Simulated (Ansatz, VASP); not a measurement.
## Te2Mo: VASP beside Ansatz

```
Te Mo
1.0
     3.55707    0.00000    0.00000
    -1.77853    3.08051    0.00000
     0.00000    0.00000   33.82057
Te Mo
6 3
Direct
  0.66667 0.33333 0.22176
  0.66667 0.33333 0.32867
  0.33333 0.66667 0.44654
  0.33333 0.66667 0.55346
  0.66667 0.33333 0.67133
  0.66667 0.33333 0.77824
  0.33333 0.66667 0.27521
  0.66667 0.33333 0.50000
  0.33333 0.66667 0.72479
```

Alike in both runs: task single point; functional PBE; k mesh 9 × 9 × 1; occupations gaussian, width 0.05 eV; no spin polarisation.

|  | VASP | Ansatz |
| --- | --- | --- |
| version | VASP 6.6.1 | Ansatz 0.2.0 |
| potentials or method | VASP PAW PBE potentials, release 64 (Te, Mo_sv), cutoff 520 eV | scalar-relativistic, plane waves, PAW |
| valence electrons in the cell | 78 | 138 |

VASP gave:

| Quantity | Value |
| --- | --- |
| gap on the k mesh at the Fermi level (eV) | 1.04 |
| least direct gap on the mesh (eV) | 1.04 |
| rms of the force components (eV/Å) | 0.006 |

Q: Which values does Ansatz return?

A: gap on the k mesh at the Fermi level (eV): 1.04; least direct gap on the mesh (eV): 1.04; rms of the force components (eV/Å): 0.005.

With one functional, cell and mesh, what is left measures potentials, basis and numerics. VASP's potentials hold 78 valence electrons a cell and Ansatz's 138, so a difference there can come from the potentials and not from the codes. Ansatz's warnings: xc potential rough in thin density.

Neither program's run includes spin-orbit coupling.
